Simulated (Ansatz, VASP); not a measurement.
Si: VASP beside Ansatz

```
Si
1.0
     0.00000    2.71550    2.71550
     2.71550    0.00000    2.71550
     2.71550    2.71550    0.00000
Si
2
Cartesian
  0.0000 0.0000 0.0000
  1.3578 1.3578 1.3578
```

Alike in both runs: task relaxation of cell and atoms; functional r2SCAN; k mesh 8 × 8 × 8; occupations gaussian, width 0.05 eV; no spin polarisation.

|  | VASP | Ansatz |
| --- | --- | --- |
| version | VASP 6.6.1 | Ansatz 0.2.0 |
| potentials or method | VASP PAW PBE potentials, release 64 (Si) | scalar-relativistic, plane waves, PAW |
| plane-wave cutoff (eV) | 550 | 500 |
| valence electrons in the cell | 8 | 8 |

|  | VASP | Ansatz | Ansatz less VASP |
| --- | --- | --- | --- |
| gap on the k mesh at the Fermi level, each at its own relaxed structure (eV) | 0.82 | 0.81 | -0.011 |
| relaxed volume (Å³/atom) | 20.12 | 20.17 | +0.050 |
| relaxed cell length with the largest relative difference (Å) | 3.847 | 3.850 | +0.0032 |

VASP's potentials were made for PBE, not for r2SCAN.
